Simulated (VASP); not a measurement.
A run of VASP 6.6.1:

File POSCAR:

```
GeH4
1.0
   12.8008860920      0.0000000000      0.0000000000
    0.0000000000     13.3008860920      0.0000000000
    0.0000000000      0.0000000000     13.8008860920
Ge H
1 4
Direct
    0.5028834600      0.5048254300      0.5007971300
    0.4043882200      0.4687416400      0.4477781800
    0.4778818700      0.5208524400      0.6084536300
    0.5892351000      0.4254650000      0.4907398800
    0.5399697300      0.6042839600      0.4561361000
```

File INCAR.step1:

```
  PREC = Accurate
  ENCUT = 450
  ISMEAR = 0
  SIGMA = 0.005
  LREAL = F
  LASPH = T
  NELM = 120
  NBANDS = 17
  GGA = PE
  ALGO = Normal
  EDIFF = 1E-5
  LWAVE = T
  LCHARG = F
  GGA_COMPAT = F
  NELMDL = -8
```

File INCAR.step2:

```
  PREC = Accurate
  ENCUT = 450
  EDIFF = 1E-6
  ISMEAR = 0
  SIGMA = 0.005
  LREAL = F
  LASPH = T
  NELM = 120
  ALGO = Normal
  ISIF = 2
  LWAVE = F
  LCHARG = F
  METAGGA = R2SCAN
  LMIXTAU = T
  LUSE_VDW = T
  IVDW_NL = 2
  BPARAM = 11.95
  CPARAM = 0.0093
  NBANDS = 17
  ISTART = 1
  GGA_COMPAT = F
```

KPOINTS

```
regular mesh
0
Gamma
  1 1 1
```

Potentials or basis: VASP PAW PBE potentials, release 64 (Ge_d, H).

Launch:

```console
$ cat potpaw_PBE.64/Ge_d/POTCAR potpaw_PBE.64/H/POTCAR > POTCAR
$ cp INCAR.step1 INCAR
$ mpirun -np 1 vasp_gam > vasp.out
$ cp INCAR.step2 INCAR
$ mpirun -np 1 vasp_gam > vasp.out
```

Hardware: 1 thread of AMD EPYC 7R13 Processor (Zen 3) (shared host).

Q: How long does it take, and how much memory?

A: Wall time 27 min on 1 thread of AMD EPYC 7R13 Processor (Zen 3), on a shared host, peak memory 4.3 GiB. Counts: k points 1.
